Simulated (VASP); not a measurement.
# TiO (P-6m2) in VASP: further runs

TiO is run at these levels: PBEsol; tasks: single point.

Everything below comes from runs of VASP 6.6.1. Logs are shortened: lines on timing, memory, paths and dates and some standing lists are left out, and cuts for length are marked.

### Step 1. The cell of the first run

The structure is hexagonal, space group P-6m2 (No. 187). The conventional cell has a = 2.882 Å, b = 2.882 Å, c = 2.570 Å, α = 90.00°, β = 90.00°, γ = 120.00°. Within 2.9 Å of Ti (site symmetry -6m2) lie 6 O at 2.10 Å and 8 Ti at 2.57 to 2.88 Å. Within 2.9 Å of O (site symmetry -6m2) lie 6 Ti at 2.10 Å and 8 O at 2.57 to 2.88 Å.

### Step 2. Single point, PBEsol

File INCAR:

```
ALGO = Normal ; EDIFF = 1E-6
ENCUT = 520 ; GGA = PS
ISIF = 2 ; ISMEAR = 0
LASPH = True ; LCHARG = False
LREAL = False ; LWAVE = False
NBANDS = 16 ; NELM = 100
PREC = Accurate ; SIGMA = 0.15
```

File KPOINTS:

```
k-points
0
Gamma
  18 18 16
```

File POSCAR:

```
TiO
1.0
    2.8816000000      0.0000000000      0.0000000000
   -1.4408000000      2.4955388035      0.0000000000
    0.0000000000      0.0000000000      2.5703000000
Ti O
1 1
Direct
    0.6666666667      0.3333333333      0.0000000000
    0.0000000000      0.0000000000      0.5000000000
```

Potentials or basis: VASP PAW PBE potentials, release 64 (Ti_sv, O).

Started as:

```bash
$ cat potpaw_PBE.64/Ti_sv/POTCAR potpaw_PBE.64/O/POTCAR > POTCAR
$ mpirun -np 1 vasp_std > vasp.out
```

OUTCAR:

```text
EDIFF = 1E-6
   ENCUT = 520
   GGA = PS
   ISIF = 2
   ISMEAR = 0
   LASPH = True
   LREAL = False
   NELM = 100
   PREC = Accurate

 ion  position               nearest neighbor table
   1  0.667  0.333  0.000-   2 2.10   2 2.10   2 2.10   2 2.10   2 2.10   2 2.10
   2  0.000  0.000  0.500-   1 2.10   1 2.10   1 2.10   1 2.10   1 2.10   1 2.10

  LATTYP: Found a hexagonal cell.
 ALAT       =     2.8816000000
 C/A-ratio  =     0.8919697390

  Lattice vectors:

 A1 = (   2.8816000000,   0.0000000000,   0.0000000000)
 A2 = (  -1.4408000000,   2.4955388035,   0.0000000000)
 A3 = (   0.0000000000,   0.0000000000,   2.5703000000)

Analysis of symmetry for initial positions (statically):
=====================================================================
 Subroutine PRICEL returns:
 Original cell was already a primitive cell.

 Routine SETGRP: Setting up the symmetry group for a
 hexagonal supercell.

 Subroutine GETGRP returns: Found 12 space group operations
 (whereof 12 operations were pure point group operations)
 out of a pool of 24 trial point group operations.

The static configuration has the point symmetry D_3h.

Analysis of symmetry for dynamics (positions and initial velocities):
=====================================================================
 Subroutine PRICEL returns:
 Original cell was already a primitive cell.

 Routine SETGRP: Setting up the symmetry group for a
 hexagonal supercell.

 Subroutine GETGRP returns: Found 12 space group operations
 (whereof 12 operations were pure point group operations)
 out of a pool of 24 trial point group operations.

The dynamic configuration has the point symmetry D_3h.

 Subroutine INISYM returns: Found 12 space group operations
 (whereof 12 operations are pure point group operations),
 and found     1 'primitive' translations

----------------------------------------------------------------------------------------

                                     Primitive cell

  volume of cell :      18.4834

  direct lattice vectors                    reciprocal lattice vectors
     2.881600000  0.000000000  0.000000000     0.347029428  0.200357534  0.000000000
    -1.440800000  2.495538804  0.000000000     0.000000000  0.400715067  0.000000000
     0.000000000  0.000000000  2.570300000     0.000000000  0.000000000  0.389059643

  length of vectors
     2.881600000  2.881600000  2.570300000     0.400715067  0.400715067  0.389059643

  position of ions in fractional coordinates (direct lattice)
     0.666666667  0.333333333  0.000000000
     0.000000000  0.000000000  0.500000000

  ion indices of the primitive-cell ions
   primitive index   ion index
                 1           1
                 2           2

----------------------------------------------------------------------------------------

 KPOINTS: k-points

Automatic generation of k-mesh.
 Grid dimensions read from file:
 generate k-points for:   18   18   16

 Generating k-lattice:

  Cartesian coordinates                     Fractional coordinates (reciprocal lattice)
     0.019279413  0.011130974  0.000000000     0.055555556  0.000000000  0.000000000
     0.000000000  0.022261948  0.000000000     0.000000000  0.055555556  0.000000000
     0.000000000  0.000000000  0.024316228     0.000000000  0.000000000  0.062500000

  Length of vectors
     0.022261948  0.022261948  0.024316228

  Shift w.r.t. Gamma in fractional coordinates (k-lattice)
     0.000000000  0.000000000  0.000000000

 Subroutine IBZKPT returns following result:
 ===========================================

 Found    333 irreducible k-points:

 Following reciprocal coordinates:
            Coordinates               Weight
  0.000000  0.000000  0.000000      1.000000
  0.055556  0.000000  0.000000      6.000000
  0.111111  0.000000  0.000000      6.000000
  0.166667  0.000000  0.000000      6.000000
  0.222222  0.000000  0.000000      6.000000
  0.277778  0.000000  0.000000      6.000000
[... 16 lines left out ...]
  0.333333  0.111111  0.000000     12.000000
  0.388889  0.111111  0.000000     12.000000
 [... further k-points ...]
   k-points           NKPTS =    333   k-points in BZ     NKDIM =    333   number of bands    NBANDS=     16
   number of dos      NEDOS =    301   number of ions     NIONS =      2
   total plane-waves  NPLWV =  11520
   dimension x,y,z NGX =    24 NGY =   24 NGZ =   20
   dimension x,y,z NGXF=    48 NGYF=   48 NGZF=   40
   ions per type =               1   1
   NGX,Y,Z   is equivalent  to a cutoff of  13.85, 13.85, 12.94 a.u.
   NGXF,Y,Z  is equivalent  to a cutoff of  27.69, 27.69, 25.87 a.u.
 SYSTEM =  unknown system
   PREC   = accura    normal or accurate (medium, high low for compatibility)
   ISTART =      0    job   : 0-new  1-cont  2-samecut
   ICHARG =      2    charge: 1-file 2-atom 10-const
   ISPIN  =      1    spin polarized calculation?
   LNONCOLLINEAR =      F non collinear calculations
   LSORBIT =      F    spin-orbit coupling
   LASPH  =      T    aspherical Exc in radial PAW
   ENCUT  =  520.0 eV  38.22 Ry    6.18 a.u.   5.36  5.36  4.78*2*pi/ulx,y,z
   NELM   =    100;   NELMIN=  2; NELMDL= -5     # of ELM steps
   EDIFF  = 0.1E-05   stopping-criterion for ELM
   LREAL  =      F    real-space projection
   EDIFFG = 0.1E-04   stopping-criterion for IOM
   NSW    =      0    number of steps for IOM
   IBRION =     -1    ionic relax: 0-MD 1-quasi-New 2-CG
   NFREE  =      0    steps in history (QN), initial steepest desc. (CG)
   ISIF   =      2    stress and relaxation
   ISYM   =      2    0-nonsym 1-usesym 2-fastsym
   POTIM  = 0.5000    time-step for ionic-motion
   TEBEG  =    0.0;   TEEND  =   0.0 temperature during run
   PSTRESS=    0.0 pullay stress
   NELECT =      18.0000    total number of electrons
   NUPDOWN=      -1.0000    fix difference up-down
   EMIN   =  10.00;   EMAX   =-10.00  energy-range for DOS
   EFERMI =   0.00;   METHOD = LEGACY
   ISMEAR =     0;   SIGMA  =   0.15  broadening in eV -4-tet -1-fermi 0-gaus
   EFERMI_NEDOS =   21; number of points for ismear=-14 and -15
   IALGO  =     38    algorithm
   IMIX   =      4    mixing-type and parameters
     AMIX     =   0.40;   BMIX     =  1.00
     AMIX_MAG =   1.60;   BMIX_MAG =  1.00
  volume/ion in A,a.u.               =       9.24        62.37
  Fermi-wavevector in a.u.,A,eV,Ry     =   1.622701  3.066459 35.826277  2.633157
  Thomas-Fermi vector in A             =   2.716271
   LORBIT       =      0    0 simple, 1 ext, 2 COOP (PROOUT), +10 PAW based schemes
   GGA     = PS    functional components
   LHFCALC =     F    Hartree Fock is set to
   AEXX    =    0.0000 exact exchange contribution
   IVDW    =     0    specifies the selected vdW correction
   LEPSILON=     F    determine dielectric tensor
   LRPA    =     F    only Hartree local field effects (RPA)
 non-spin polarized calculation
 Gauss-broadening in eV      SIGMA  =   0.15
  energy-cutoff  :      520.00
  volume of cell :       18.48
 maximum number of plane-waves:       526
 NGX is ok and might be reduce to    24
   NGX = 11   NGY = 11   NGZ =  9

 number of electron      18.0000002 magnetization

 Free energy of the ion-electron system (eV)
  ---------------------------------------------------
  ext. energy  EPLUGINS =         0.00000000
  ---------------------------------------------------
  free energy    TOTEN  =       -18.52317899 eV

  energy without entropy =      -18.52087252  energy(sigma->0) =      -18.52202576

 E-fermi :  11.9461     XC(G=0): -13.3364

 val. band max:       11.9095985718   @ k =   0.3333   0.3333   0.5000
 cond. band min:      11.9671436486   @ k =   0.0000   0.0000   0.3750
 fundamental gap:      0.0575450768
 Fermi energy:        11.9460803552

 k-point     1 :       0.0000    0.0000    0.0000
  band No.  band energies     occupation
      1     -45.5145      2.00000
      2     -21.5130      2.00000
      3     -21.5130      2.00000
      4     -21.4816      2.00000
      5     -10.3604      2.00000
      6       5.2521      2.00000
[... 8 lines left out ...]
     15      26.9638      0.00000
     16      28.0818      0.00000

 k-point     2 :       0.0556    0.0000    0.0000
  band No.  band energies     occupation
      1     -45.5111      2.00000
      2     -21.5402      2.00000
      3     -21.5180      2.00000
      4     -21.4788      2.00000
      5     -10.3211      2.00000
      6       5.1253      2.00000
[... 8 lines left out ...]
     15      26.6887      0.00000
     16      28.1667      0.00000

 k-point     3 :       0.1111    0.0000    0.0000
  band No.  band energies     occupation
      1     -45.5013      2.00000
      2     -21.6176      2.00000
      3     -21.5324      2.00000
      4     -21.4710      2.00000
      5     -10.2088      2.00000
      6       4.7901      2.00000
[... 8 lines left out ...]
     15      26.2152      0.00000
     16      28.4107      0.00000

 k-point     4 :       0.1667    0.0000    0.0000
  band No.  band energies     occupation
      1     -45.4863      2.00000
      2     -21.7341      2.00000
      3     -21.5544      2.00000
      4     -21.4590      2.00000
      5     -10.0384      2.00000
      6       4.3419      2.00000
[... 8 lines left out ...]
     15      25.7725      0.00000
     16      28.7827      0.00000
[... 324 lines left out ...]
 k-point    22 :       0.2778    0.1111    0.0000
  band No.  band energies     occupation
      1     -45.4244      2.00000
      2     -22.1479      2.00000
      3     -21.6835      2.00000
      4     -21.4096      2.00000
      5      -9.3524      2.00000
      6       3.1195      2.00000
[... 8 lines left out ...]
     15      24.6944      0.00000
     16      27.5472      0.00000

 k-point    23 :       0.3333    0.1111    0.0000
  band No.  band energies     occupation
      1     -45.4100      2.00000
      2     -22.2393      2.00000
      3     -21.7124      2.00000
      4     -21.3982      2.00000
      5      -9.1969      2.00000
      6       2.9055      2.00000
[... 8 lines left out ...]
     15      24.2028      0.00000
     16      27.3177      0.00000

 k-point    24 :       0.3889    0.1111    0.0000
  band No.  band energies     occupation
      1     -45.4006      2.00000
      2     -22.2981      2.00000
      3     -21.7312      2.00000
      4     -21.3907      2.00000
      5      -9.0958      2.00000
      6       2.7767      2.00000
[... 8 lines left out ...]
     15      23.7043      0.00000
     16      27.2306      0.00000

 [... further k-points ...]

------------------------ aborting loop because EDIFF is reached ----------------------------------------

  FORCE on cell =-STRESS in cart. coord.  units (eV):
  Direction    XX          YY          ZZ          XY          YZ          ZX
  --------------------------------------------------------------------------------------
  -------------------------------------------------------------------------------------
  Total       -0.9046356     -0.9046356      5.3277346     -0.0000000     -0.0000000      0.0000000
  in kB      -78.4155903    -78.4155903    461.8185014     -0.0000000     -0.0000000      0.0000000
  external PRESSURE =     101.6624402 kB  Pullay stress =       0.0000000 kB

 VOLUME and BASIS-vectors are now :
 -----------------------------------------------------------------------------
  energy-cutoff  :      520.00
  volume of cell :       18.48
      direct lattice vectors                 reciprocal lattice vectors
     2.881600000  0.000000000  0.000000000     0.347029428  0.200357534  0.000000000
    -1.440800000  2.495538804  0.000000000     0.000000000  0.400715067  0.000000000
     0.000000000  0.000000000  2.570300000     0.000000000  0.000000000  0.389059643

 POSITION                                       TOTAL-FORCE (eV/Angst)
 -----------------------------------------------------------------------------------
      1.44080      0.83185      0.00000         0.000000      0.000000      0.000000
      0.00000      0.00000      1.28515        -0.000000      0.000000      0.000000
 -----------------------------------------------------------------------------------
    total drift:                               -0.000000      0.000000      0.000000

  FREE ENERGIE OF THE ION-ELECTRON SYSTEM (eV)
  ---------------------------------------------------
  free  energy   TOTEN  =       -18.5231789915 eV

  energy  without entropy=      -18.5208725216  energy(sigma->0) =      -18.52202576
```

Wall time 2.8 min (1 thread of AMD EPYC 7R13, shared host); peak memory 0.18 GiB.

Results:

* Free energy: -18.5232 eV
* Pressure: 10.2 GPa
* Band gap on the k mesh: zero (bands 9 and 10 overlap by 0.40 eV)

Levels at points of the mesh, in eV from the Fermi level:
```tsv
k point	band 5	band 6	band 7	band 8	band 9	band 10	band 11	band 12	band 13	band 14
(0.00, 0.00, 0.00)	-22.31	-6.69	-6.69	-4.91	-3.04	1.20	2.23	2.23	2.44	2.44
(0.50, 0.00, 0.00)	-21.04	-9.37	-6.10	-5.93	-2.67	1.44	2.07	2.75	3.28	6.93
(0.00, 0.00, 0.50)	-20.57	-9.83	-6.16	-6.16	0.08	0.08	1.47	1.47	2.09	6.84
(0.50, 0.00, 0.50)	-21.01	-8.66	-8.02	-7.48	-0.26	1.77	2.79	3.60	3.64	9.22
```

Caveat: the stress differs along the axes, from -8 to 46 GPa; the PAW data sets were made with another functional, which shifts forces and pressure a little; semilocal functionals often make such compounds metallic where correlation or magnetic order opens a gap, which also shifts bond lengths.

### Step 3. Single point, PBEsol

This run uses another cell than the first one, of 9.33 Å³/atom.

File INCAR:

```
PREC = Accurate ; ENCUT = 520
EDIFF = 1E-6 ; ISMEAR = 0
SIGMA = 0.15 ; LREAL = F
LASPH = T ; NELM = 60
ALGO = Normal ; ISIF = 2
LWAVE = F ; LCHARG = T
GGA = PS ; LELF = T
LVHAR = T ; NBANDS = 16
```

File KPOINTS:

```
Automatic mesh
0
Gamma
  18 18 16
```

File POSCAR:

```
TiO
1.0
    2.8351000000      0.0000000000      0.0000000000
   -1.4175500000      2.4552686223      0.0000000000
    0.0000000000      0.0000000000      2.6820000000
Ti O
1 1
Direct
    0.6666666667      0.3333333333      0.0000000000
    0.0000000000      0.0000000000      0.5000000000
```

Potentials or basis: VASP PAW PBE potentials, release 64 (Ti_sv, O).

Started as:

```bash
$ cat potpaw_PBE.64/Ti_sv/POTCAR potpaw_PBE.64/O/POTCAR > POTCAR
$ mpirun -np 1 vasp_std > vasp.out
```

It took 3.1 min on 1 thread of AMD EPYC 7R13, shared host; peak memory 0.18 GiB.

The run converged. Its results:

- Free energy: -18.7127 eV
- Pressure: 4.6 GPa
- Band gap on the k mesh: zero (bands 9 and 10 overlap by 0.14 eV)

Stress tensor (GPa, compression positive):
```
-4.04  0.00  0.00
 0.00 -4.04  0.00
 0.00  0.00 21.75
```

Levels at points of the mesh, in eV from the Fermi level:
```
           k point  band 5  band 6  band 7  band 8  band 9  band 10  band 11  band 12  band 13  band 14
(0.00, 0.00, 0.00)  -22.19   -6.27   -6.27   -5.27   -3.03     1.43     1.96     1.96     2.26     2.26
(0.50, 0.00, 0.00)  -20.87   -9.32   -6.37   -5.83   -2.60     1.76     1.82     2.90     3.05     6.68
(0.00, 0.00, 0.50)  -20.65   -9.69   -5.83   -5.83    0.02     0.02     1.46     1.71     1.71     6.84
(0.50, 0.00, 0.50)  -20.96   -8.45   -8.09   -7.18   -0.52     1.84     2.90     3.39     3.66     8.88
```

Caveat: the stress differs along the axes, from -4 to 22 GPa; the PAW data sets were made with another functional, which shifts forces and pressure a little; semilocal functionals often make such compounds metallic where correlation or magnetic order opens a gap, which also shifts bond lengths.

The gap in the log of VASP goes by the Fermi energy; the results here count the filled bands.